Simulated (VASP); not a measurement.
**Ga3Ir2: relaxation of cell and atoms with PBE**

Crystal: Ga3Ir2.

```
CELL_PARAMETERS angstrom
4.59207 0.00000 0.00000
0.00000 4.59207 0.00000
0.00000 0.00000 4.59207
ATOMIC_POSITIONS crystal
Ga 0.00000 0.50000 0.50000
Ga 0.50000 0.00000 0.50000
Ga 0.50000 0.50000 0.00000
Ir 0.50000 0.50000 0.50000
Ir 0.00000 0.00000 0.00000
```

The cell was built from a structure type or drawn by symmetry, and may not be a known phase.

| Item | Value |
| --- | --- |
| Program | VASP 6.6.1 |
| Task | relaxation of cell and atoms |
| Functional | PBE |
| Potentials or basis | VASP PAW PBE potentials, release 64 (Ga_d, Ir) |
| Cutoff | 600 eV |
| k mesh | 4 × 4 × 4 |
| Occupations | gaussian, width 0.1 eV |
| Spin | no spin polarisation |
| Dipole correction | no |
| Further INCAR settings | ALGO = Fast; EDIFF = 1e-06; IBRION = 2; EDIFFG = -0.04; NSW = 90; ISIF = 3 |

```yaml
Relaxed_volume: 20.62 Å³/atom
Relaxed_cell: a = 4.689 Å, b = 4.689 Å, c = 4.689 Å, α = 90.00°, β = 90.00°, γ = 90.00°
Space_group_after_relaxing_to_0.1_Å: Pm-3m (No. 221)
Energy_gained_by_relaxing: 25.2 meV/atom
Ionic_steps: 3
Pressure_after_relaxing: -0.1 GPa
Band_gap_on_the_k_mesh: zero (an odd number of electrons rules out a gap without spin polarisation)
```

Step by step:
```
step  energy change (eV)  largest force (eV/Å)  pressure (GPa)  volume (Å³)
   1              0.0000                0.0000            6.86        96.83
   2             -0.0378                0.0000           -4.58       108.93
   3             -0.1259                0.0000           -0.05       103.12
```

Final structure:
```
Ga Ir
1.0
     4.68941    0.00000    0.00000
     0.00000    4.68941    0.00000
     0.00000    0.00000    4.68941
Ga Ir
3 2
Direct
  0.00000 0.50000 0.50000
  0.50000 0.00000 0.50000
  0.50000 0.50000 0.00000
  0.50000 0.50000 0.50000
  0.00000 0.00000 0.00000
```

Levels at points of the mesh, in eV from the Fermi level:
```csv
k point,band 25,band 26,band 27,band 28,band 29,band 30,band 31,band 32,band 33,band 34
"(0.00, 0.00, 0.00)",-0.90,-0.90,-0.47,-0.47,-0.47,-0.06,2.87,2.87,3.95,3.95
"(0.50, 0.00, 0.00)",-1.44,-0.60,-0.59,0.36,1.18,1.18,2.55,2.87,3.22,3.22
"(0.50, 0.50, 0.00)",-0.56,-0.56,-0.39,-0.32,-0.32,0.97,2.06,2.06,4.10,5.12
"(0.50, 0.50, 0.50)",-0.74,-0.32,-0.32,0.13,0.13,0.13,0.92,0.92,0.92,7.58
```

Wall time 4.3 min on 1 thread of Intel Xeon 8259CL, with other jobs on the host, peak memory 0.26 GiB.

Caveat: spin-orbit coupling is left out, which moves the levels of the heavy elements.
